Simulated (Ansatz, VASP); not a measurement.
Two plane-wave programs on TaN

```
Ta N
1.0
     5.02355    0.00000    0.00000
    -2.51178    4.35052    0.00000
     0.00000    0.00000    2.93944
Ta N
3 3
Direct
  0.33333 0.66667 0.50000
  0.66667 0.33333 0.50000
  0.00000 0.00000 0.00000
  0.39337 0.00000 0.00000
  0.60663 0.60663 0.00000
  0.00000 0.39337 0.00000
```

Change from the starting cell: strain -0.030 along x and y, +0.015 along z, atoms carried along.

Alike in both runs: task single point; functional PBEsol; k mesh 12 × 12 × 16; occupations gaussian, width 0.15 eV; no spin polarisation.

|  | VASP | Ansatz |
| --- | --- | --- |
| version | VASP 6.6.1 | Ansatz 0.2.0 |
| potentials or method | VASP PAW PBE potentials, release 64 (Ta_pv, N), cutoff 520 eV | scalar-relativistic, plane waves, PAW |
| valence electrons in the cell | 48 | 54 |

```csv
,VASP,Ansatz,Ansatz less VASP
gap on the k mesh at the Fermi level (eV),none,none,-
pressure (GPa),18.0,16.8,-1.18
"traceless stress, the component that is largest in VASP (GPa)",-16.20,-16.03,+0.170
rms of the force components (eV/Å),0.238,0.224,-0.0134
```

VASP's potentials were made for PBE, not for PBEsol. Atom by atom the forces differ by 0.013 eV/Å (rms over components). A gap of «none» marks a metal or a gap that the smearing closes. With one functional, cell and mesh, what is left measures potentials, basis and numerics. VASP's potentials hold 48 valence electrons a cell and Ansatz's 54, so a difference there can come from the potentials and not from the codes.

Neither program's run includes spin-orbit coupling.
